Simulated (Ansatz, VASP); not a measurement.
**One calculation of Al3Cu2, two programs**

INCAR

```
SYSTEM = Al3Cu2
PREC = Accurate ; ENCUT = 520
EDIFF = 1E-6 ; ISMEAR = 0
SIGMA = 0.15 ; LREAL = .False.
LASPH = .True. ; NELM = 60
ALGO = Fast ; ISIF = 2
LWAVE = .False. ; LCHARG = .False.
GGA = PS ; NBANDS = 24
```

The input KPOINTS:

```
regular mesh
0
Gamma
  12 12 10
  0 0 0
```

POSCAR

```
Al3Cu2
1.0
    4.0985856014      0.0000000000      0.0000000000
   -2.0492928007      3.3365104954      0.0000000000
    0.0000000000      0.0000000000      4.9821008425
Al Cu
3 2
Direct
    0.0000000000      0.0000000000      0.0000000000
    0.3333333333      0.6666666667      0.3515059809
    0.6666666667      0.3333333333      0.6484940191
    0.3333333333      0.6666666667      0.8422899817
    0.6666666667      0.3333333333      0.1577100183
```

Input for Ansatz:

```yaml
crystal:
  lattice:
    - [4.0985856014, 0.0, 0.0]
    - [-2.0492928007, 3.3365104954, 0.0]
    - [0.0, 0.0, 4.9821008425]
  atoms:
    - { symbol: Al, position: [0.0, 0.0, 0.0] }
    - { symbol: Al, position: [0.3333333333, 0.6666666667, 0.3515059809] }
    - { symbol: Al, position: [0.6666666667, 0.3333333333, 0.6484940191] }
    - { symbol: Cu, position: [0.3333333333, 0.6666666667, 0.8422899817] }
    - { symbol: Cu, position: [0.6666666667, 0.3333333333, 0.1577100183] }
basis:
  ecutwfc: 420
kpoints:
  mp_grid: { grid: [12, 12, 10] }
hamiltonian:
  xc: pbesol
scf:
  occupations: { method: gaussian, width: 0.15 }
output:
  forces: true
  stress: true
  eigenvalues: true
  write_density: true
  write_potential: true
  elf: true
  volumetric_format: npy
```

Change from the starting cell: strain -0.0600 x Voigt [0, 1, 0, 0, 0, 0], atoms carried along.

Alike in both runs: task single point; functional PBEsol; k mesh 12 × 12 × 10; occupations gaussian, width 0.15 eV; no spin polarisation.

```csv
,VASP,Ansatz
version,VASP 6.6.1,Ansatz 0.2.0
potentials or method,"VASP PAW PBE potentials, release 64 (Al, Cu), cutoff 520 eV","scalar-relativistic, plane waves, PAW"
valence electrons in the cell,31,47
```

|  | VASP | Ansatz | Ansatz less VASP |
| --- | --- | --- | --- |
| gap on the k mesh at the Fermi level (eV) | none | none | - |
| pressure (GPa) | 9.0 | 8.6 | -0.41 |
| traceless stress, the component that is largest in VASP (GPa) | 8.51 | 8.56 | +0.045 |
| rms of the force components (eV/Å) | 0.140 | 0.139 | -0.0010 |

VASP's potentials were made for PBE, not for PBEsol. Atom by atom the forces differ by 0.002 eV/Å (rms over components). A gap of «none» marks a metal or a gap that the smearing closes. With one functional, cell and mesh, what is left measures potentials, basis and numerics. VASP's potentials hold 31 valence electrons a cell and Ansatz's 47, so a difference there can come from the potentials and not from the codes.
